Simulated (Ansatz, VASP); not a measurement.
**One calculation of AlCu6, two programs**

```xyz
7
Lattice="5.0821 0.0000 0.0000 0.0000 5.0821 0.0000 0.0000 0.0000 3.6213" Properties=species:S:1:pos:R:3 pbc="T T T"
Al    2.5410    2.5410    0.7767
Cu    3.8380    3.8380    2.5865
Cu    1.2441    1.2441    2.5865
Cu    1.2441    3.8380    2.5865
Cu    3.8380    1.2441    2.5865
Cu    2.5410    0.0000    0.7762
Cu    0.0000    2.5410    0.7762
```

Alike in both runs: functional PBE; k mesh 4 × 4 × 3; occupations gaussian, width 0.2 eV; no spin polarisation.

Ansatz relaxed the structure, and its values are those at the end. VASP's run is a single point on that final structure, the one shown.

```csv
,VASP,Ansatz
version,VASP 6.6.1,Ansatz 0.2.0
potentials or method,"VASP PAW PBE potentials, release 64 (Al, Cu), cutoff 520 eV","scalar-relativistic, plane waves, PAW"
valence electrons in the cell,69,117
```

Ansatz gave:

- gap on the k mesh at the Fermi level (eV): none
- pressure (GPa): 0.1
- rms of the force components (eV/Å): 0.004

**Question.** Which values does VASP return?

**Answer.** gap on the k mesh at the Fermi level (eV): none; pressure (GPa): 0.5; rms of the force components (eV/Å): 0.003.

A gap of «none» marks a metal or a gap that the smearing closes. With one functional, cell and mesh, what is left measures potentials, basis and numerics. VASP's potentials hold 69 valence electrons a cell and Ansatz's 117, so a difference there can come from the potentials and not from the codes.

The k mesh is coarse, so the values compare programs but aren't converged.
